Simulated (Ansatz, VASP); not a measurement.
## Ta3N in VASP and in Ansatz

```xyz
4
Lattice="3.0005 0.0000 0.0000 -1.5003 2.5985 0.0000 0.0000 0.0000 7.4499" Properties=species:S:1:pos:R:3 pbc="T T T"
Ta    0.0000    0.0000    3.7250
Ta    0.0000    1.7323    1.2858
Ta    1.5003    0.8662    6.1642
N     0.0000   -0.1500    0.0000
```

Alike in both runs: task single point; functional PBEsol; k mesh 18 × 18 × 8; occupations gaussian, width 0.15 eV; no spin polarisation.

|  | VASP | Ansatz |
| --- | --- | --- |
| version | VASP 6.6.1 | Ansatz 0.2.0 |
| potentials or method | VASP PAW PBE potentials, release 64 (Ta_pv, N), cutoff 520 eV | scalar-relativistic, plane waves, PAW |
| valence electrons in the cell | 38 | 44 |

Ansatz gave:

| Item | Value |
| --- | --- |
| gap on the k mesh at the Fermi level (eV) | none |
| pressure (GPa) | 1.5 |
| traceless stress, the component that is largest in VASP (GPa) | 1.29 |
| rms of the force components (eV/Å) | 0.754 |

Problem. Estimate VASP's values.

Solution. gap on the k mesh at the Fermi level (eV): none; pressure (GPa): 1.9; traceless stress, the component that is largest in VASP (GPa): 1.33; rms of the force components (eV/Å): 0.768.

VASP's potentials were made for PBE, not for PBEsol. Atom by atom the forces differ by 0.028 eV/Å (rms over components). A gap of «none» marks a metal or a gap that the smearing closes. With one functional, cell and mesh, what is left measures potentials, basis and numerics. VASP's potentials hold 38 valence electrons a cell and Ansatz's 44, so a difference there can come from the potentials and not from the codes.

Spin-orbit coupling is off throughout.
